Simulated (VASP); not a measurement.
# Li (P1) in VASP: notebook, part 2 of 2

VASP 6.6.1.

### Step 5. Single point, PBEsol+D3(BJ)

This run uses another cell than the first one, of 20.24 Å³/atom, 1.005 times its volume.

INCAR

```
ALGO     = Normal         # electronic algorithm
EDIFF    = 1E-7           # SCF threshold, eV
ENCUT    = 520            # plane-wave cutoff, eV
GGA      = PS             # functional
ISIF     = 2              # what is computed and relaxed
ISMEAR   = 1              # smearing method
IVDW     = 12             # dispersion correction
LASPH    = T              # aspherical terms in the spheres
LCHARG   = F              # write CHGCAR
LREAL    = F              # projectors in reciprocal space
LWAVE    = F              # write WAVECAR
NBANDS   = 12             # bands
NELM     = 80             # most SCF steps
PREC     = Accurate       # precision mode
SIGMA    = 0.1            # smearing width, eV
```

KPOINTS

```
k-points
0
Gamma
  5 5 7
```

POSCAR

```
Li
1.0
    4.9195300000     -0.0140600000      0.0522700000
   -2.4719400000      4.3388300000     -0.0110300000
    0.0305100000      0.0101800000      2.8498100000
Li
3
Direct
    0.9941818472      0.9929566569      0.9878786616
    0.6600100000      0.3333333333      0.4808300000
    0.3280000000      0.6520300000      0.4962800000
```

Potentials or basis: VASP PAW PBE potentials, release 64 (Li_sv).

The run is started by

```bash
cat potpaw_PBE.64/Li_sv/POTCAR > POTCAR
mpirun -np 1 vasp_std > vasp.out
```

OUTCAR:

```text
EDIFF = 1E-7
   ENCUT = 520
   GGA = PS
   ISIF = 2
   ISMEAR = 1
   IVDW = 12
   LASPH = T
   LREAL = F
   NELM = 80
   PREC = Accurate
 IVDW          = 12

 ion  position               nearest neighbor table
   1  0.994  0.993  0.988-
   2  0.660  0.333  0.481-
   3  0.328  0.652  0.496-

  LATTYP: Found a triclinic cell.
 ALAT       =     4.9198277670
 B/A-ratio  =     1.0149951627
 C/A-ratio  =     0.5792868432
 COS(alpha) =     0.0044044569
 COS(beta)  =     0.0213181183
 COS(gamma) =     0.4974980970

  Lattice vectors:

 A1 = (  -4.9195300000,   0.0140600000,  -0.0522700000)
 A2 = (  -2.4719400000,   4.3388300000,  -0.0110300000)
 A3 = (  -0.0305100000,  -0.0101800000,  -2.8498100000)

Analysis of symmetry for initial positions (statically):
=====================================================================
 Subroutine PRICEL returns:
 Original cell was already a primitive cell.

 Routine SETGRP: Setting up the symmetry group for a
 triclinic supercell.

 Subroutine GETGRP returns: Found  1 space group operations
 (whereof  1 operations were pure point group operations)
 out of a pool of  2 trial point group operations.

The static configuration has the point symmetry C_1 .

Analysis of symmetry for dynamics (positions and initial velocities):
=====================================================================
 Subroutine PRICEL returns:
 Original cell was already a primitive cell.

 Routine SETGRP: Setting up the symmetry group for a
 triclinic supercell.

 Subroutine GETGRP returns: Found  1 space group operations
 (whereof  1 operations were pure point group operations)
 out of a pool of  2 trial point group operations.

The dynamic configuration has the point symmetry C_1 .

 Subroutine INISYM returns: Found  1 space group operations
[... 125 lines left out ...]
   LHFCALC =     F    Hartree Fock is set to
   AEXX    =    0.0000 exact exchange contribution
   IVDW    =    12    specifies the selected vdW correction
   LEPSILON=     F    determine dielectric tensor
   LRPA    =     F    only Hartree local field effects (RPA)
 non-spin polarized calculation
 Methfessel and Paxton  Order N= 1 SIGMA  =   0.10
  energy-cutoff  :      520.00
  volume of cell :       60.72
 maximum number of plane-waves:      1645
 NGX is ok and might be reduce to    40
   NGX = 19   NGY = 19   NGZ = 11

 number of electron       9.0000001 magnetization

 Free energy of the ion-electron system (eV)
  ---------------------------------------------------
  ext. energy  EPLUGINS =         0.00000000
  ---------------------------------------------------
  free energy    TOTEN  =        -5.86757863 eV

  energy without entropy =       -5.86599652  energy(sigma->0) =       -5.86705126

 E-fermi :   0.4932     XC(G=0):  -7.0205

 val. band max:        0.4925402635   @ k =  -0.2000  -0.2000   0.1429
 cond. band min:       0.5066770551   @ k =   0.4000  -0.2000   0.1429
 fundamental gap:      0.0141367916
 Fermi energy:         0.4932069924

 k-point     1 :       0.0000    0.0000    0.0000
  band No.  band energies     occupation
      1     -45.3403      2.00000
      2     -45.3193      2.00000
      3     -45.2237      2.00000
      4      -2.9226      2.00000
      5       2.5921      0.00000
      6       2.5971      0.00000
      7       2.7214      0.00000
      8       2.8164      0.00000
      9       6.4162      0.00000
     10       6.5621      0.00000
     11      11.2379      0.00000
     12      14.6856      0.00000
[... 331 lines left out ...]
 k-point    24 :      -0.0000    0.4000    0.1429
  band No.  band energies     occupation
      1     -45.3330      2.00000
      2     -45.3210      2.00000
      3     -45.2215      2.00000
      4      -1.6920      2.00000
      5      -0.4776      2.00000
      6       1.1975     -0.00000
      7       3.8902      0.00000
      8       7.4101      0.00000
      9       8.2869      0.00000
     10       9.6465      0.00000
     11      10.0000      0.00000
     12      10.4265      0.00000

 [... further k-points ...]

------------------------ aborting loop because EDIFF is reached ----------------------------------------

 Edisp (eV)   -0.44729

 E8    (eV) :    -0.2861

  FORCE on cell =-STRESS in cart. coord.  units (eV):
  Direction    XX          YY          ZZ          XY          YZ          ZX
  --------------------------------------------------------------------------------------
  -------------------------------------------------------------------------------------
  Total      -0.64287    -0.65333    -0.20866    -0.03318     0.02036     0.11613
  in kB     -16.96234   -17.23833    -5.50551    -0.87536     0.53717     3.06409
  external pressure =      -13.24 kB  Pullay stress =        0.00 kB

 VOLUME and BASIS-vectors are now :
 -----------------------------------------------------------------------------
  energy-cutoff  :      520.00
  volume of cell :       60.72
      direct lattice vectors                 reciprocal lattice vectors
     4.919530000 -0.014060000  0.052270000     0.203630564  0.116006831 -0.002594460
    -2.471940000  4.338830000 -0.011030000     0.000668623  0.230855696 -0.000831814
     0.030510000  0.010180000  2.849810000    -0.003732317 -0.001234236  0.350944953

 POSITION                                       TOTAL-FORCE (eV/Angst)
 -----------------------------------------------------------------------------------
      2.46652      4.30435      2.85628        -0.000335     -0.001466      0.001017
      2.43763      1.44189      1.40110         0.050206     -0.071243     -0.007574
      0.01697      2.82949      1.42426        -0.049870      0.072709      0.006557
 -----------------------------------------------------------------------------------
    total drift:                               -0.000416      0.000234     -0.000092

  FREE ENERGIE OF THE ION-ELECTRON SYSTEM (eV)
  ---------------------------------------------------
  free  energy   TOTEN  =        -6.3148703343 eV

  energy  without entropy=       -6.3132882196  energy(sigma->0) =       -6.31434296
```

stdout:

```text
POSCAR found type information on POSCAR Li
 POSCAR found :  1 types and       3 ions
 scaLAPACK will be used
 -----------------------------------------------------------------------------
|                                                                             |
|                                                                             |
|     You enforced a specific xc type in the INCAR file but a different       |
|     I HOPE YOU KNOW WHAT YOU ARE DOING!                                     |
|                                                                             |
 -----------------------------------------------------------------------------

 LDA part: xc-table for (Slater+PW92), standard interpolation
 POSCAR, INCAR and KPOINTS ok, starting setup
 FFT: planning ... GRIDC
 FFT: planning ... GRID_SOFT
 FFT: planning ... GRID
 WAVECAR not read
 entering main loop
```

Wall time 22 s (1 thread of Intel Xeon 6975P-C (Granite Rapids), shared host); peak memory 0.19 GiB.

Results:

```
Free energy                : -6.3149 eV
Largest force              : 0.088 eV/Å
Dispersion energy per atom : -0.149 eV
```

Forces on the atoms (eV/Å):
```
Li   0.000 -0.001  0.001
Li   0.050 -0.071 -0.008
Li  -0.050  0.073  0.007
```

Caveat: the cutoff is under 1.25 times the usual one of these potentials, so pressure, stress and relaxed cells hold a basis-set (Pulay) error; the PAW data sets were made with another functional, which shifts forces and pressure a little; pairwise dispersion overbinds metals, which lowers pressure and volume.
